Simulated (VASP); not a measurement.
**TeW: relaxation of cell and atoms with PBEsol**

Crystal: TeW.

```xyz
2
Lattice="0.0000 2.7828 2.7828 2.7828 0.0000 2.7828 2.7828 2.7828 0.0000" Properties=species:S:1:pos:R:3 pbc="T T T"
W     0.0000    0.0000    0.0000
Te    2.7828    2.7828    2.7828
```

| Quantity | Value |
| --- | --- |
| Program | VASP 6.6.1 |
| Task | relaxation of cell and atoms |
| Functional | PBEsol |
| Potentials or basis | VASP PAW PBE potentials, release 64 (W_sv, Te) |
| Cutoff | 600 eV |
| k mesh | 14 × 14 × 14 |
| Occupations | gaussian, width 0.1 eV |
| Spin | collinear spin, ferromagnetic start |
| Starting moments | [1.0, 0.0] μB |
| Dipole correction | no |
| Further INCAR settings | ALGO = Normal; EDIFF = 1e-07; IBRION = 2; EDIFFG = -0.01; NSW = 80; ISIF = 3 |

The relaxed volume is 21.58 Å³/atom, the relaxed cell is a = 3.938 Å, b = 3.938 Å, c = 3.938 Å, α = 60.00°, β = 60.00°, γ = 60.00° and the space group after relaxing (to 0.05 Å) is Fm-3m (No. 225). The energy gained by relaxing is 0.0 meV/atom and the ionic steps are 3. The pressure after relaxing is 0.0 GPa, the net moment is 1.90 μB per cell and the site moments are W +1.51; Te -0.01 μB. The valence electrons inside the program's atomic spheres are W 11.97; Te 3.47.

Final structure:
```xyz
2
Lattice="0.0000 2.7842 2.7842 2.7842 0.0000 2.7842 2.7842 2.7842 0.0000" Properties=species:S:1:pos:R:3 pbc="T T T"
W     0.0000    0.0000    0.0000
Te    2.7842    2.7842    2.7842
```

Levels at points of the mesh, in eV from the Fermi level:
Spin up:
```tsv
k point	band 7	band 8	band 9	band 10	band 11	band 12	band 13	band 14	band 15
(0.00, 0.00, 0.00)	-2.11	-2.11	-1.67	-1.67	-1.34	-1.34	-1.34	2.55	6.35
(0.50, 0.00, 0.00)	-5.03	-5.03	-0.48	-0.48	-0.26	2.24	4.76	4.76	5.17
(0.50, 0.50, 0.00)	-3.53	-3.36	-3.36	-0.89	-0.78	0.16	0.16	2.23	8.79
```
Spin down:
| k point | band 7 | band 8 | band 9 | band 10 | band 11 | band 12 |
| --- | --- | --- | --- | --- | --- | --- |
| (0.00, 0.00, 0.00) | -1.23 | -1.23 | -1.10 | -1.10 | -1.10 | -0.77 |
| (0.50, 0.00, 0.00) | -4.54 | -4.54 | 0.69 | 0.69 | 0.87 | 2.55 |
| (0.50, 0.50, 0.00) | -3.17 | -3.17 | -2.69 | 0.06 | 0.09 | 1.42 |

It took 100 s on 1 thread of Intel(R) Xeon(R) 6975P-C (Granite Rapids) (shared host), peak memory 0.3 GiB.

Caveat: the PAW data sets were made with another functional, which shifts forces and pressure a little; spin-orbit coupling is left out, which moves the levels of the heavy elements.
